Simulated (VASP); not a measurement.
Wanted: the native input for a VASP 6.6.1 run.

```
Task                               : single point
Functional                         : HSE06
Potentials or basis                : VASP PAW PBE potentials, release 64 (Ge_d)
Cutoff                             : 520 eV
k mesh                             : 6 × 6 × 6
Occupations                        : fermi-dirac, width 0.05 eV
Spin                               : no spin polarisation
Dipole correction                  : no
Grid for exact exchange (PRECFOCK) : Normal
Further INCAR settings             : ALGO = Normal; EDIFF = 1e-06; NBANDS = 13
Share of exact exchange            : 0.25
Screening parameter                : 0.2079 1/Å
```

The system is Ge.

```xyz
1
Lattice="1.3783 -2.5654 0.0000 1.3783 2.5654 0.0000 0.0000 0.0000 2.6618" Properties=species:S:1:pos:R:3 pbc="T T T"
Ge    1.3783    0.0000    0.0000
```

One way to write it, as run:

POSCAR

```
Ge
1.0
    1.3782662934     -2.5653695835      0.0000000000
    1.3782662934      2.5653695835      0.0000000000
    0.0000000000      0.0000000000      2.6617639486
Ge
1
Direct
    0.5000000000      0.5000000000      0.0000000000
```

INCAR.step1

```
PREC = Accurate
ENCUT = 520
EDIFF = 1E-5
ISMEAR = -1
SIGMA = 0.05
LREAL = F
LASPH = T
NELM = 80
ALGO = Normal
ISIF = 2
LWAVE = T
LCHARG = F
GGA = PE
NBANDS = 13
```

INCAR.step2

```
PREC = Accurate
ENCUT = 520
EDIFF = 1E-6
ISMEAR = -1
SIGMA = 0.05
LREAL = F
LASPH = T
NELM = 80
ALGO = Normal
ISIF = 2
LWAVE = F
LCHARG = F
GGA = PE
LHFCALC = T
HFSCREEN = 0.2079
PRECFOCK = Normal
ISTART = 1
NBANDS = 13
```

KPOINTS

```
Automatic mesh
0
Gamma
  6 6 6
```

Potentials or basis: VASP PAW PBE potentials, release 64 (Ge_d).

Launch:

```bash
$ cat potpaw_PBE.64/Ge_d/POTCAR > POTCAR
$ cp INCAR.step1 INCAR
$ mpirun -np 1 vasp_std > vasp.out
$ cp INCAR.step2 INCAR
$ mpirun -np 1 vasp_std > vasp.out
```

It gave:

```yaml
Pressure: 0.2 GPa
Band_gap_on_the_k_mesh: zero (bands 7 and 8 overlap by 11.46 eV)
```

Caveat: the k points lie up to 0.43 Å⁻¹ apart, too coarse for converged energies and pressures of a metal; the PAW data sets were made with another functional, which shifts forces and pressure a little.

It took 56 min on 1 thread of Intel(R) Xeon(R) Platinum 8259CL CPU @ 2.50GHz (Skylake/Cascade Lake) (shared host), peak memory 0.24 GiB.
